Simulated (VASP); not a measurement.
# Ir (I4/mmm) in VASP: notebook

Runs on Ir. Level: r2SCAN. Tasks: single point.

All numbers are computed with VASP 6.6.1; they aren't measurements. Logs are shortened: lines on timing, memory, paths and dates and some standing lists are left out, and cuts for length are marked.

### 1 The cell of the first run

Symmetry: I4/mmm, No. 139, tetragonal system. The conventional cell has a = 2.715 Å, b = 2.715 Å, c = 4.031 Å, α = 90.00°, β = 90.00°, γ = 90.00°. Ir (site symmetry 4/mmm) has 12 Ir at 2.71 to 2.78 Å within 3.6 Å.

### 2 Single point, r2SCAN (strain +0.000 along x and y, +0.050 along z)

The input, POSCAR:

```
Ir
1.0
    0.0000000000      1.9197000000      2.0156850000
    1.9197000000      0.0000000000      2.0156850000
    1.9197000000      1.9197000000      0.0000000000
Ir
1
Direct
    0.0000000000      0.0000000000      0.0000000000
```

The input, INCAR.step1:

```
SYSTEM = Ir
  ALGO = Normal
  EDIFF = 1E-4
  ENCUT = 520
  GGA = PE
  ISMEAR = 0
  LASPH = .TRUE.
  LCHARG = .FALSE.
  LREAL = .FALSE.
  LWAVE = .TRUE.
  NBANDS = 10
  NELM = 80
  PREC = Accurate
  SIGMA = 0.15
```

The input, INCAR.step2:

```
SYSTEM = Ir
  ALGO = Normal
  EDIFF = 1E-7
  ENCUT = 520
  ISIF = 2
  ISMEAR = 0
  ISTART = 1
  LASPH = .TRUE.
  LCHARG = .TRUE.
  LELF = .TRUE.
  LMIXTAU = .TRUE.
  LREAL = .FALSE.
  LVHAR = .TRUE.
  LWAVE = .FALSE.
  METAGGA = R2SCAN
  NBANDS = 10
  NELM = 80
  PREC = Accurate
  SIGMA = 0.15
```

The input, KPOINTS:

```
k-points
0
G
  22 22 22
  0 0 0
```

Potentials or basis: VASP PAW PBE potentials, release 64 (Ir).

Command:

```console
$ cat potpaw_PBE.64/Ir/POTCAR > POTCAR
$ cp INCAR.step1 INCAR
$ mpirun -np 1 vasp_std > vasp.out
$ cp INCAR.step2 INCAR
$ mpirun -np 1 vasp_std > vasp.out
```

OUTCAR:

```text
SYSTEM = Ir
   EDIFF = 1E-7
   ENCUT = 520
   ISIF = 2
   ISMEAR = 0
   ISTART = 1
   LASPH = .TRUE.
   LREAL = .FALSE.
   METAGGA = R2SCAN
   NELM = 80
   PREC = Accurate

 ion  position               nearest neighbor table
   1  0.000  0.000  0.000-

  LATTYP: Found a body centered tetragonal cell.
 ALAT       =     2.7148657757
 C/A-ratio  =     1.4849242405

  Lattice vectors:

 A1 = (  -1.9197000000,   0.0000000000,   2.0156850000)
 A2 = (   1.9197000000,   0.0000000000,   2.0156850000)
 A3 = (   0.0000000000,   1.9197000000,  -2.0156850000)

Analysis of symmetry for initial positions (statically):
=====================================================================
 Subroutine PRICEL returns:
 Original cell was already a primitive cell.

 Routine SETGRP: Setting up the symmetry group for a
 body centered tetragonal supercell.

 Subroutine GETGRP returns: Found 16 space group operations
 (whereof 16 operations were pure point group operations)
 out of a pool of 16 trial point group operations.

The static configuration has the point symmetry D_4h.

Analysis of symmetry for dynamics (positions and initial velocities):
=====================================================================
 Subroutine PRICEL returns:
 Original cell was already a primitive cell.

 Routine SETGRP: Setting up the symmetry group for a
 body centered tetragonal supercell.

 Subroutine GETGRP returns: Found 16 space group operations
 (whereof 16 operations were pure point group operations)
 out of a pool of 16 trial point group operations.

The dynamic configuration has the point symmetry D_4h.

 Subroutine INISYM returns: Found 16 space group operations
 (whereof 16 operations are pure point group operations),
 and found     1 'primitive' translations

----------------------------------------------------------------------------------------

                                     Primitive cell

  volume of cell :      14.8566

  direct lattice vectors                    reciprocal lattice vectors
     0.000000000  1.919700000  2.015685000    -0.260457363  0.260457363  0.248054632
     1.919700000  0.000000000  2.015685000     0.260457363 -0.260457363  0.248054632
     1.919700000  1.919700000  0.000000000     0.260457363  0.260457363 -0.248054632

  length of vectors
     2.783565000  2.783565000  2.714865776     0.444080146  0.444080146  0.444080146

  position of ions in fractional coordinates (direct lattice)
     0.000000000  0.000000000  0.000000000

  ion indices of the primitive-cell ions
   primitive index   ion index
                 1           1

----------------------------------------------------------------------------------------

 KPOINTS: k-points

Automatic generation of k-mesh.
 Grid dimensions read from file:
 generate k-points for:   22   22   22

 Generating k-lattice:

  Cartesian coordinates                     Fractional coordinates (reciprocal lattice)
    -0.011838971  0.011838971  0.011275211     0.045454545  0.000000000  0.000000000
     0.011838971 -0.011838971  0.011275211     0.000000000  0.045454545  0.000000000
     0.011838971  0.011838971 -0.011275211     0.000000000  0.000000000  0.045454545

  Length of vectors
     0.020185461  0.020185461  0.020185461

  Shift w.r.t. Gamma in fractional coordinates (k-lattice)
     0.000000000  0.000000000  0.000000000

 Subroutine IBZKPT returns following result:
 ===========================================

 Found    834 irreducible k-points:

 Following reciprocal coordinates:
            Coordinates               Weight
  0.000000  0.000000  0.000000      1.000000
  0.045455  0.000000  0.000000      8.000000
  0.090909  0.000000  0.000000      8.000000
  0.136364  0.000000  0.000000      8.000000
  0.181818  0.000000  0.000000      8.000000
  0.227273 -0.000000  0.000000      8.000000
[... 16 lines left out ...]
  0.500000  0.045455  0.000000      8.000000
 -0.454545  0.045455  0.000000      8.000000
 [... further k-points ...]
   k-points           NKPTS =    834   k-points in BZ     NKDIM =    834   number of bands    NBANDS=     10
   number of dos      NEDOS =    301   number of ions     NIONS =      1
   total plane-waves  NPLWV =  11520
   dimension x,y,z NGX =    24 NGY =   24 NGZ =   20
   dimension x,y,z NGXF=    48 NGYF=   48 NGZF=   40
   ions per type =               1
   NGX,Y,Z   is equivalent  to a cutoff of  14.33, 14.33, 12.25 a.u.
   NGXF,Y,Z  is equivalent  to a cutoff of  28.67, 28.67, 24.49 a.u.
 SYSTEM =  Ir
   PREC   = accura    normal or accurate (medium, high low for compatibility)
   ISTART =      1    job   : 0-new  1-cont  2-samecut
   ICHARG =      0    charge: 1-file 2-atom 10-const
   ISPIN  =      1    spin polarized calculation?
   LNONCOLLINEAR =      F non collinear calculations
   LSORBIT =      F    spin-orbit coupling
   LASPH  =      T    aspherical Exc in radial PAW
   ENCUT  =  520.0 eV  38.22 Ry    6.18 a.u.   5.18  5.18  5.05*2*pi/ulx,y,z
   NELM   =     80;   NELMIN=  2; NELMDL=  0     # of ELM steps
   EDIFF  = 0.1E-06   stopping-criterion for ELM
   LREAL  =      F    real-space projection
   EDIFFG = 0.1E-05   stopping-criterion for IOM
   NSW    =      0    number of steps for IOM
   IBRION =     -1    ionic relax: 0-MD 1-quasi-New 2-CG
   NFREE  =      0    steps in history (QN), initial steepest desc. (CG)
   ISIF   =      2    stress and relaxation
   ISYM   =      2    0-nonsym 1-usesym 2-fastsym
   POTIM  = 0.5000    time-step for ionic-motion
   TEBEG  =    0.0;   TEEND  =   0.0 temperature during run
   PSTRESS=    0.0 pullay stress
   NELECT =       9.0000    total number of electrons
   NUPDOWN=      -1.0000    fix difference up-down
   EMIN   =  10.00;   EMAX   =-10.00  energy-range for DOS
   EFERMI =   0.00;   METHOD = LEGACY
   ISMEAR =     0;   SIGMA  =   0.15  broadening in eV -4-tet -1-fermi 0-gaus
   EFERMI_NEDOS =   21; number of points for ismear=-14 and -15
   IALGO  =     38    algorithm
   IMIX   =      4    mixing-type and parameters
     AMIX     =   0.40;   BMIX     =  1.00
     AMIX_MAG =   1.60;   BMIX_MAG =  1.00
  volume/ion in A,a.u.               =      14.86       100.26
  Fermi-wavevector in a.u.,A,eV,Ry     =   1.385211  2.617669 26.106981  1.918809
  Thomas-Fermi vector in A             =   2.509642
   LORBIT       =      0    0 simple, 1 ext, 2 COOP (PROOUT), +10 PAW based schemes
   METAGGA = R2SCAN    functional components
   LHFCALC =     F    Hartree Fock is set to
   AEXX    =    0.0000 exact exchange contribution
   IVDW    =     0    specifies the selected vdW correction
   LEPSILON=     F    determine dielectric tensor
   LRPA    =     F    only Hartree local field effects (RPA)
 non-spin polarized calculation
 Gauss-broadening in eV      SIGMA  =   0.15
  energy-cutoff  :      520.00
  volume of cell :       14.86
 maximum number of plane-waves:       412
 NGX is ok and might be reduce to    24
   NGX = 11   NGY = 11   NGZ = 11

 number of electron       9.0000000 magnetization

 Free energy of the ion-electron system (eV)
  ---------------------------------------------------
  ext. energy  EPLUGINS =         0.00000000
  ---------------------------------------------------
  free energy    TOTEN  =       -52.32029240 eV

  energy without entropy =      -52.30799694  energy(sigma->0) =      -52.31414467

 E-fermi :   9.3163     XC(G=0): -14.9889

 val. band max:        9.3094870500   @ k =   0.3182   0.0000   0.1818
 cond. band min:       9.3170420420   @ k =  -0.2273   0.1818   0.1364
 fundamental gap:      0.0075549920
 Fermi energy:         9.3162998681

 k-point     1 :       0.0000    0.0000    0.0000
  band No.  band energies     occupation
      1      -1.6459      2.00000
      2       5.2221      2.00000
      3       5.8696      2.00000
      4       5.8696      2.00000
      5       7.7066      2.00000
      6       8.5394      2.00000
      7      24.5845      0.00000
      8      29.1711      0.00000
      9      30.5960      0.00000
     10      30.5960      0.00000

 k-point     2 :       0.0455    0.0000    0.0000
  band No.  band energies     occupation
      1      -1.5541      2.00000
      2       5.2378      2.00000
      3       5.8441      2.00000
      4       5.9089      2.00000
      5       7.6901      2.00000
      6       8.5075      2.00000
      7      24.7372      0.00000
      8      29.0981      0.00000
      9      30.2875      0.00000
     10      30.7426      0.00000

 k-point     3 :       0.0909    0.0000    0.0000
  band No.  band energies     occupation
      1      -1.2847      2.00000
      2       5.2523      2.00000
      3       5.8009      2.00000
      4       6.0187      2.00000
      5       7.6569      2.00000
      6       8.4237      2.00000
      7      25.1682      0.00000
      8      28.3886      0.00000
      9      30.2687      0.00000
     10      31.1714      0.00000

 k-point     4 :       0.1364    0.0000    0.0000
  band No.  band energies     occupation
      1      -0.8568      2.00000
      2       5.1987      2.00000
      3       5.8053      2.00000
      4       6.1714      2.00000
      5       7.6567      2.00000
      6       8.3264      2.00000
      7      25.7879      0.00000
      8      27.1697      0.00000
      9      30.8321      0.00000
     10      31.8492      0.00000
[... 222 lines left out ...]
 k-point    22 :       0.4545    0.0455    0.0000
  band No.  band energies     occupation
      1       1.5326      2.00000
      2       5.1530      2.00000
      3       5.9525      2.00000
      4       7.8546      2.00000
      5       9.9903      0.00000
      6      10.3508      0.00000
      7      17.3696      0.00000
      8      24.4022      0.00000
      9      29.8205      0.00000
     10      30.2270      0.00000

 k-point    23 :       0.5000    0.0455    0.0000
  band No.  band energies     occupation
      1       1.5322      2.00000
      2       5.1241      2.00000
      3       5.8927      2.00000
      4       8.3441      2.00000
      5      10.0464      0.00000
      6      10.7469      0.00000
      7      16.5601      0.00000
      8      24.2202      0.00000
      9      29.2342      0.00000
     10      30.1066      0.00000

 k-point    24 :      -0.4545    0.0455    0.0000
  band No.  band energies     occupation
      1       1.5347      2.00000
      2       5.1497      2.00000
      3       5.8879      2.00000
      4       8.2345      2.00000
      5       9.9318      0.00000
      6      10.8205      0.00000
      7      16.6933      0.00000
      8      24.2523      0.00000
      9      29.0817      0.00000
     10      30.3896      0.00000

 [... further k-points ...]

------------------------ aborting loop because EDIFF is reached ----------------------------------------

  FORCE on cell =-STRESS in cart. coord.  units (eV):
  Direction    XX          YY          ZZ          XY          YZ          ZX
  --------------------------------------------------------------------------------------
  -------------------------------------------------------------------------------------
  Total       -0.6498544     -0.6498544     -2.1851430      0.0000000      0.0000000     -0.0000000
  in kB      -70.0821193    -70.0821193   -235.6519626      0.0000000      0.0000000     -0.0000000
  external PRESSURE =    -125.2720671 kB  Pullay stress =       0.0000000 kB

 VOLUME and BASIS-vectors are now :
 -----------------------------------------------------------------------------
  energy-cutoff  :      520.00
  volume of cell :       14.86
      direct lattice vectors                 reciprocal lattice vectors
     0.000000000  1.919700000  2.015685000    -0.260457363  0.260457363  0.248054632
     1.919700000  0.000000000  2.015685000     0.260457363 -0.260457363  0.248054632
     1.919700000  1.919700000  0.000000000     0.260457363  0.260457363 -0.248054632

 POSITION                                       TOTAL-FORCE (eV/Angst)
 -----------------------------------------------------------------------------------
      0.00000      0.00000      0.00000         0.000000      0.000000      0.000000
 -----------------------------------------------------------------------------------
    total drift:                                0.000000      0.000000     -0.000000

  FREE ENERGIE OF THE ION-ELECTRON SYSTEM (eV)
  ---------------------------------------------------
  free  energy   TOTEN  =       -52.3202923997 eV

  energy  without entropy=      -52.3079969399  energy(sigma->0) =      -52.31414467
```

Run time: 4.2 min. Hardware: 1 thread of Intel Xeon Platinum 8375C at 2.90GHz (Ice Lake), shared host; peak memory 0.25 GiB.

What came out:

```yaml
Free_energy: -52.3203 eV
Pressure: -12.5 GPa
Band_gap_on_the_k_mesh: zero (an odd number of electrons rules out a gap without spin polarisation)
```

Caveat: the cell differs from its parent crystal (strain +0.000 along x and y, +0.050 along z); the stress differs along the axes, from -24 to -7 GPa; the PAW data sets were made with another functional, which shifts forces and pressure a little; spin-orbit coupling is left out, which moves the levels of the heavy elements.

### 3 Single point, r2SCAN (strain +0.025 along x and y, +0.000 along z)

The input, POSCAR:

```
Ir
1.0
    0.0000000000      1.9676925000      1.9197000000
    1.9676925000      0.0000000000      1.9197000000
    1.9676925000      1.9676925000      0.0000000000
Ir
1
Direct
    0.0000000000      0.0000000000      0.0000000000
```

The input, INCAR.step1:

```
PREC = Accurate
ENCUT = 520
ISMEAR = 0
SIGMA = 0.15
LREAL = False
LASPH = True
NELM = 80
NBANDS = 10
GGA = PE
ALGO = Normal
EDIFF = 1E-4
LWAVE = True
LCHARG = False
```

The input, INCAR.step2:

```
PREC = Accurate
ENCUT = 520
EDIFF = 1E-6
ISMEAR = 0
SIGMA = 0.15
LREAL = False
LASPH = True
NELM = 80
ALGO = Normal
ISIF = 2
LWAVE = False
LCHARG = False
METAGGA = R2SCAN
LMIXTAU = True
NBANDS = 10
ISTART = 1
```

The input, KPOINTS:

```
Automatic mesh
0
Gamma
  22 22 22
```

Potentials or basis: VASP PAW PBE potentials, release 64 (Ir).

Command:

```console
$ cat potpaw_PBE.64/Ir/POTCAR > POTCAR
$ cp INCAR.step1 INCAR
$ mpirun -np 1 vasp_std > vasp.out
$ cp INCAR.step2 INCAR
$ mpirun -np 1 vasp_std > vasp.out
```

It took 5 min on 1 thread of Intel Xeon Platinum 8375C at 2.90GHz (Ice Lake), shared host; peak memory 0.25 GiB.

It converged, with:

```yaml
Free_energy: -52.3381 eV
Pressure: -13.1 GPa
Band_gap_on_the_k_mesh: zero (an odd number of electrons rules out a gap without spin polarisation)
```

Stress tensor (GPa, compression positive):
```
-15.80   0.00   0.00
  0.00 -15.80   0.00
  0.00   0.00  -7.74
```

Levels at points of the mesh, in eV from the Fermi level:
```csv
k point,band 1,band 2,band 3,band 4,band 5,band 6,band 7,band 8,band 9
"(0.00, 0.00, 0.00)",-10.96,-3.78,-3.78,-3.47,-1.38,-0.99,15.23,20.54,20.54
"(0.50, 0.00, 0.00)",-7.86,-3.98,-3.65,-0.54,0.78,0.96,7.19,14.83,20.16
"(0.50, 0.50, 0.00)",-7.58,-7.07,0.76,1.48,1.48,2.17,10.87,11.80,11.80
"(0.50, 0.00, 0.50)",-7.62,-7.04,0.78,1.30,1.60,1.64,10.20,12.15,12.40
```

Caveat: the cell differs from its parent crystal (strain +0.025 along x and y, +0.000 along z); the stress differs along the axes, from -16 to -8 GPa; the PAW data sets were made with another functional, which shifts forces and pressure a little; spin-orbit coupling is left out, which moves the levels of the heavy elements.
